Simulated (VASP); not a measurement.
Write the native input for VASP 6.6.1 that does the following.

```yaml
Task: relaxation of cell and atoms
Functional: PBE
Potentials_or_basis: VASP PAW PBE potentials, release 64 (Al, Ga_d, N)
Cutoff: 600 eV
k_mesh: 6 × 6 × 4
Occupations: gaussian, width 0.1 eV
Spin: no spin polarisation
Dipole_correction: no
Further_INCAR_settings: ALGO = Normal; EDIFF = 1e-06; IBRION = 2; EDIFFG = -0.04; NSW = 90; ISIF = 3
```

The structure of AlGaN lies in POSCAR:

```
AlGaN
1.0
    3.4463603300      0.0000000000      0.0000000000
    0.0000000000      3.4463603300      0.0000000000
    0.0000000000      0.0000000000      3.8449207000
Al Ga N
1 1 1
Direct
    0.0000000000      0.0000000000      0.0000000000
    0.5000000000      0.5000000000      0.0000000000
    0.0000000000      0.0000000000      0.5000000000
```

The cell was built from a structure type or drawn by symmetry, and may not be a known phase.

One way to write it, as run:

INCAR

```
SYSTEM = AlGaN
ALGO = Normal
EDIFF = 1E-6
EDIFFG = -0.04
ENCUT = 600
GGA = PE
IBRION = 2
ISIF = 3
ISMEAR = 0
LASPH = .TRUE.
LCHARG = .FALSE.
LREAL = .FALSE.
LWAVE = .FALSE.
NELM = 80
NSW = 90
PREC = Accurate
SIGMA = 0.1
```

KPOINTS

```
k-points
0
G
  6 6 4
  0 0 0
```

Potentials or basis: VASP PAW PBE potentials, release 64 (Al, Ga_d, N).

Launch:

```console
$ cat potpaw_PBE.64/Al/POTCAR potpaw_PBE.64/Ga_d/POTCAR potpaw_PBE.64/N/POTCAR > POTCAR
$ mpirun -np 1 vasp_std > vasp.out
```

It gave:

```
Relaxed volume                        : 18.41 Å³/atom
Relaxed cell                          : a = 3.963 Å, b = 3.963 Å, c = 3.517 Å, α = 90.00°, β = 90.00°, γ = 90.00°
Space group after relaxing (to 0.1 Å) : P4/mmm (No. 123)
Energy gained by relaxing             : 351.7 meV/atom
Ionic steps                           : 9
Pressure after relaxing               : -0.1 GPa
Band gap on the k mesh                : zero (an odd number of electrons rules out a gap without spin polarisation)
```

Caveat: the k points lie up to 0.45 Å⁻¹ apart in the final cell, too coarse for converged energies and pressures of a metal; the volume moved by over 15 % at a fixed basis, so the end points are rough.

Wall time 56 s on 1 thread of Intel(R) Xeon(R) 6975P-C (Granite Rapids), with other jobs on the host, peak memory 0.18 GiB.
